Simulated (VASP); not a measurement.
Here is a VASP 6.6.1 calculation.

The input INCAR:

```
PREC = Accurate ; ENCUT = 520
EDIFF = 1E-7 ; ISMEAR = 0
SIGMA = 0.05 ; LREAL = False
LASPH = True ; NELM = 150
ALGO = Normal ; ISIF = 2
LWAVE = False ; LCHARG = False
MAGMOM = 0 0 0 0 0 0 0 0 0 0 0 0 0 0 0 ; LORBIT = 11
LSORBIT = True ; GGA_COMPAT = False
LORBMOM = True ; LMAXMIX = 4
GGA = PE ; NBANDS = 53
```

File KPOINTS:

```
Automatic mesh
0
Gamma
  6 6 6
```

Contents of POSCAR:

```
KTaO3
1.0
    4.0536927150      0.0000000000      0.0000000000
    0.0000000000      4.0536927150      0.0000000000
    0.0000000000      0.0000000000      4.0536927150
K Ta O
1 1 3
Direct
    0.0000000000      0.0000000000      0.0000000000
    0.5000000000      0.5000000000      0.5000000000
    0.0000000000      0.5000000000      0.5000000000
    0.5000000000      0.5000000000      0.0000000000
    0.5000000000      0.0000000000      0.5000000000
```

Potentials or basis: VASP PAW PBE potentials, release 64 (K_sv, Ta_pv, O).

Run with:

```console
$ cat potpaw_PBE.64/K_sv/POTCAR potpaw_PBE.64/Ta_pv/POTCAR potpaw_PBE.64/O/POTCAR > POTCAR
$ mpirun -np 1 vasp_ncl > vasp.out
```

Task: Estimate the net moment.

Result: 0.00 μB per cell.

Task: Estimate the pressure.

Result: -3.2 GPa.

Moments on the atoms (μB; x, y, z):
```
K   0.00 0.00 0.00
Ta  0.00 0.00 0.00
O   0.00 0.00 0.00
O   0.00 0.00 0.00
O   0.00 0.00 0.00
```

Caveat: the cell stands under tension.
